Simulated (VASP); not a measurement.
# BaTiO3 in VASP: notebook, part 2 of 2

VASP 6.6.1.

**5. Single point, PBEsol+D3(BJ)**

This run uses another cell than the first one, of 12.39 Å³/atom.

Contents of INCAR:

```
SYSTEM = BaTiO3
ALGO = Normal ; EDIFF = 1E-6
ENCUT = 520 ; GGA = PS
ISIF = 2 ; ISMEAR = -1
IVDW = 12 ; LASPH = .TRUE.
LCHARG = .FALSE. ; LREAL = .FALSE.
LWAVE = .FALSE. ; NBANDS = 51
NELM = 60 ; PREC = Accurate
SIGMA = 0.05
```

Contents of KPOINTS:

```
k-points
0
G
  7 7 4
  0 0 0
```

Contents of POSCAR:

```
BaTiO3
1.0
   -3.9542718500     -0.0022946894     -0.0021890181
   -0.0024314798     -0.0026759917     -3.9592691476
   -0.0047048916     -7.9162416714     -0.0049500953
Ba Ti O
2 2 6
Direct
   -0.0041824582      0.9953951414      0.4977424663
   -0.0041831038      0.9953930017     -0.0022584693
    0.4874203371      0.4862955119      0.2432667304
    0.4874259658      0.4863045148      0.7432669080
    0.5043304066      0.0088597676      0.2522853215
    0.5043278626      0.0088577004      0.7522860467
    0.5043519052      0.5046598876      0.5043455570
    0.5043527044      0.5046592461      0.0043445563
    1.0080783831      0.5047901180      0.2523605260
    0.0080780071      0.5047851106      0.7523603471
```

Started as:

```sh
> cat potpaw_PBE.64/Ba_sv/POTCAR potpaw_PBE.64/Ti_sv/POTCAR potpaw_PBE.64/O/POTCAR > POTCAR
> mpirun -np 1 vasp_std > vasp.out
```

Wall time 9 min (1 thread of Intel Xeon Platinum 8488C (Sapphire Rapids), shared host); peak memory 0.6 GiB.

It converged, with:

* Free energy: -86.6807 eV
* Pressure: 1.6 GPa
* Largest force: 0.042 eV/Å
* Band gap on the k mesh: 2.13 eV
* Dispersion energy per atom: -0.274 eV

Forces on the atoms (eV/Å):
```
Ba  -0.017 -0.018 -0.018
Ba  -0.017 -0.018 -0.018
Ti  -0.023 -0.025 -0.025
Ti  -0.023 -0.025 -0.025
O    0.008  0.008  0.027
O    0.008  0.008  0.027
O    0.008  0.026  0.008
O    0.008  0.026  0.008
O    0.025  0.008  0.008
O    0.025  0.008  0.008
```

Levels at points of the mesh, in eV from the valence-band top:
```tsv
k point	band 37	band 38	band 39	band 40	band 41	band 42	band 43	band 44
(0.00, 0.00, 0.00)	-0.74	-0.30	-0.21	-0.21	2.13	2.14	2.24	2.32
(0.00, 0.00, 0.50)	-0.54	-0.54	-0.50	-0.50	2.24	2.24	3.02	3.02
```

Caveat: three body term missing; the PAW data sets were made with another functional, which shifts forces and pressure a little; spin-orbit coupling is left out, which moves the levels of the heavy elements. A hybrid or GW would open this gap; PBEsol tends to underestimate it.

**6. Single point, r2SCAN+rVV10**

This run uses another cell than the first one, of 12.84 Å³/atom.

Contents of POSCAR:

```
BaTiO3
1.0
   -4.0044229194     -0.0050971133     -0.0050071180
   -0.0055053911     -0.0053692417     -4.0044676080
   -0.0107216613     -8.0082164075     -0.0101864042
Ba Ti O
2 2 6
Direct
   -0.0059204559      0.9940766724      0.4970520330
   -0.0059189434      0.9940742621     -0.0029476631
    0.4819069728      0.4818981506      0.2409819571
    0.4819062069      0.4818987908      0.7409820873
    0.5053969126      0.0132151911      0.2526924036
    0.5053963438      0.0132147111      0.7526921267
    0.5054075928      0.5054127804      0.5065804474
    0.5054096799      0.5054094128      0.0065802146
    1.0132074043      0.5054008277      0.2526933397
    0.0132082961      0.5053992010      0.7526930438
```

Contents of INCAR.step1:

```
ALGO = Normal
EDIFF = 1E-4
ENCUT = 520
GGA = PE
ISMEAR = -1
LASPH = True
LCHARG = False
LREAL = False
LWAVE = True
NBANDS = 51
NELM = 100
PREC = Accurate
SIGMA = 0.05
```

Contents of INCAR.step2:

```
ALGO = Normal
BPARAM = 11.95
CPARAM = 0.0093
EDIFF = 1E-6
ENCUT = 520
ISIF = 2
ISMEAR = -1
ISTART = 1
IVDW_NL = 2
LASPH = True
LCHARG = False
LMIXTAU = True
LREAL = False
LUSE_VDW = True
LWAVE = False
METAGGA = R2SCAN
NBANDS = 51
NELM = 100
PREC = Accurate
SIGMA = 0.05
```

Contents of KPOINTS:

```
k-points
0
Gamma
  7 7 4
```

Potentials or basis: VASP PAW PBE potentials, release 64 (Ba_sv, Ti_sv, O).

Started as:

```sh
> cat potpaw_PBE.64/Ba_sv/POTCAR potpaw_PBE.64/Ti_sv/POTCAR potpaw_PBE.64/O/POTCAR > POTCAR
> cp INCAR.step1 INCAR
> mpirun -np 1 vasp_std > vasp.out
> cp INCAR.step2 INCAR
> mpirun -np 1 vasp_std > vasp.out
```

OUTCAR:

```text
BPARAM = 11.95
   EDIFF = 1E-6
   ENCUT = 520
   ISIF = 2
   ISMEAR = -1
   ISTART = 1
   IVDW_NL = 2
   LASPH = True
   LREAL = False
   METAGGA = R2SCAN
   NELM = 100
   PREC = Accurate

 ion  position               nearest neighbor table
   1  0.994  0.994  0.497-   7 2.77   9 2.77   5 2.77   6 2.83  10 2.83   7 2.83   5 2.83   7 2.83
                             9 2.83   6 2.90  10 2.90   7 2.90   4 3.39   3 3.44   4 3.44   4 3.44
   2  0.994  0.994  0.997-   8 2.77  10 2.77   6 2.77   9 2.83   5 2.83   8 2.83   6 2.83   8 2.83
                            10 2.83   5 2.90   9 2.90   8 2.90   3 3.39   4 3.44   3 3.44   3 3.44
   3  0.482  0.482  0.241-   5 1.88   9 1.88   8 1.88   7 2.13   9 2.13   5 2.13   2 3.39   1 3.44
                             2 3.44   2 3.44   1 3.49   1 3.49   2 3.49   1 3.56
   4  0.482  0.482  0.741-   6 1.88  10 1.88   7 1.88   8 2.13  10 2.13   6 2.13   1 3.39   2 3.44
                             1 3.44   1 3.44   2 3.49   2 3.49   1 3.49   2 3.56
   5  0.505  0.013  0.253-   3 1.88   3 2.13   1 2.77   2 2.83   1 2.83   2 2.90
   6  0.505  0.013  0.753-   4 1.88   4 2.13   2 2.77   1 2.83   2 2.83   1 2.90
   7  0.505  0.505  0.507-   4 1.88   3 2.13   1 2.77   1 2.83   1 2.83   1 2.90
   8  0.505  0.505  0.007-   3 1.88   4 2.13   2 2.77   2 2.83   2 2.83   2 2.90
   9  0.013  0.505  0.253-   3 1.88   3 2.13   1 2.77   2 2.83   1 2.83   2 2.90
[... 235 lines left out ...]
      5     -30.2768      2.00000
      6     -30.2749      2.00000
[... 1285 lines left out ...]
     50      11.1519      0.00000
     51      11.5597      0.00000

 [... further k-points ...]
[... 5 lines left out ...]
  --------------------------------------------------------------------------------------
  -------------------------------------------------------------------------------------
  Total        1.8143311      1.8158139      1.8142324     -0.0261567     -0.0262044     -0.0265566
  in kB       22.6364772     22.6549773     22.6352448     -0.3263442     -0.3269391     -0.3313331
  external PRESSURE =      22.6422331 kB  Pullay stress =       0.0000000 kB

 VOLUME and BASIS-vectors are now :
 -----------------------------------------------------------------------------
  energy-cutoff  :      520.00
  volume of cell :      128.42
      direct lattice vectors                 reciprocal lattice vectors
    -4.004422919 -0.005097113 -0.005007118    -0.249724727  0.000333903  0.000342877
    -0.005505391 -0.005369242 -4.004467608     0.000311848  0.000317227 -0.249721940
    -0.010721661 -8.008216408 -0.010186404     0.000158737 -0.124872176  0.000167212

 POSITION                                       TOTAL-FORCE (eV/Angst)
 -----------------------------------------------------------------------------------
     -3.99152     -3.99090     -3.99079        -0.016269     -0.016210     -0.016327
     -3.99688     -7.99502     -3.99587        -0.016269     -0.016210     -0.016327
     -1.93500     -1.93488     -1.93461        -0.092101     -0.091439     -0.092147
     -1.94035     -5.93899     -1.93971        -0.092101     -0.091439     -0.092147
     -2.02661     -2.02626     -0.05802         0.007872      0.007791      0.092645
     -2.03196     -6.03037     -0.06312         0.007872      0.007791      0.092645
     -2.03208     -4.06210     -2.03160         0.007934      0.092055      0.007950
     -2.02673     -0.05799     -2.02649         0.007934      0.092055      0.007950
     -0.05838     -2.02640     -2.02650         0.092564      0.007801      0.007879
     -0.06374     -6.03051     -2.03159         0.092564      0.007801      0.007879
 -----------------------------------------------------------------------------------
    total drift:                                0.004357      0.004450      0.004348

  FREE ENERGIE OF THE ION-ELECTRON SYSTEM (eV)
  ---------------------------------------------------
  free  energy   TOTEN  =      -146.6922074647 eV

  energy  without entropy=     -146.6922074647  energy(sigma->0) =     -146.69220746
```

OSZICAR.step1:

```text
N       E                     dE             d eps       ncg     rms          rms(c)
DAV:   1     0.101307331757E+04    0.10131E+04   -0.40054E+04 10098   0.171E+03
DAV:   2     0.549692981267E+02   -0.95810E+03   -0.89664E+03 11197   0.489E+02
DAV:   3    -0.914353227803E+02   -0.14640E+03   -0.14372E+03 13194   0.185E+02
DAV:   4    -0.100809713292E+03   -0.93744E+01   -0.93539E+01 15356   0.441E+01
DAV:   5    -0.101237692982E+03   -0.42798E+00   -0.42774E+00 13915   0.793E+00    0.337E+01
DAV:   6    -0.797984957506E+02    0.21439E+02   -0.11531E+02 15153   0.753E+01    0.139E+01
DAV:   7    -0.803131400517E+02   -0.51464E+00   -0.23389E+01 14552   0.276E+01    0.979E+00
DAV:   8    -0.799458129773E+02    0.36733E+00   -0.20635E+00 14931   0.111E+01    0.372E+00
DAV:   9    -0.799925562256E+02   -0.46743E-01   -0.53113E-01 12684   0.344E+00    0.133E+00
DAV:  10    -0.799962080153E+02   -0.36518E-02   -0.17141E-01 13901   0.219E+00    0.855E-01
DAV:  11    -0.799882511430E+02    0.79569E-02   -0.31172E-02 14990   0.137E+00    0.233E-01
DAV:  12    -0.799876433565E+02    0.60779E-03   -0.49800E-03 14203   0.621E-01    0.916E-02
DAV:  13    -0.799876157169E+02    0.27640E-04   -0.23057E-04  9914   0.958E-02
   1 F= -.79987616E+02 E0= -.79987616E+02  d E =-.239809E-10
```

It took 1.5 h on 1 thread of Oxide Virtual Turin-like, shared host; peak memory 0.78 GiB.

What came out:

```
Free energy            : -146.6922 eV
Pressure               : 2.3 GPa
Largest force          : 0.159 eV/Å
Band gap on the k mesh : 2.76 eV
```

Forces on the atoms (eV/Å):
```
Ba  -0.016 -0.016 -0.016
Ba  -0.016 -0.016 -0.016
Ti  -0.092 -0.091 -0.092
Ti  -0.092 -0.091 -0.092
O    0.008  0.008  0.093
O    0.008  0.008  0.093
O    0.008  0.092  0.008
O    0.008  0.092  0.008
O    0.093  0.008  0.008
O    0.093  0.008  0.008
```

Caveat: the PAW data sets were made with another functional, which shifts forces and pressure a little; spin-orbit coupling is left out, which moves the levels of the heavy elements.

**7. Overview**

```csv
level,potentials or basis,U,cell,cutoff (eV),gap on the mesh (eV),pressure (GPa),largest force (eV/Å)
LDA+U,"VASP PAW LDA potentials, release 64 (Ba_sv, Ti_sv, O)",Ti d U = 2.0 eV,"a = 3.935, b = 3.948, c = 7.890 Å, 10 atoms, atomic positions A",600,2.09,3.5,0.19
BLYP+D3(BJ),"VASP PAW PBE potentials, release 64 (Ba_sv, Ti_sv, O)",-,"a = 4.024, b = 4.030, c = 8.056 Å, angles 89.8°, 10 atoms, atomic positions B",520,2.42,2.0,0.13
PBEsol,"VASP PAW PBE potentials, release 64 (Ba_sv, Ti_sv, O)",-,"a = 3.987, b = 3.990, c = 7.979 Å, angles 89.9°, 10 atoms, atomic positions C",520,2.29,2.0,0.06
PBEsol+D3(BJ),"VASP PAW PBE potentials, release 64 (Ba_sv, Ti_sv, O)",-,"a = 3.954, b = 3.959, c = 7.916 Å, angles 89.9°, 10 atoms, atomic positions D",520,2.13,1.6,0.04
r2SCAN+rVV10,"VASP PAW PBE potentials, release 64 (Ba_sv, Ti_sv, O)",-,"a = 4.004, b = 4.004, c = 8.008 Å, angles 89.9°, 10 atoms, atomic positions E",520,2.76,2.3,0.16
```

Alike in all rows: task single point; no spin polarisation; k mesh 7 × 7 × 4; smearing fermi-dirac 0.05 eV.

Caveats: spin-orbit coupling is left out, which moves the levels of the heavy elements; the PAW data sets were made with another functional, which shifts forces and pressure a little (at least some runs); the cell stands under pressure (at least some runs); three body term missing (at least some runs).

Absolute energies hang on the potentials; compare differences alone.
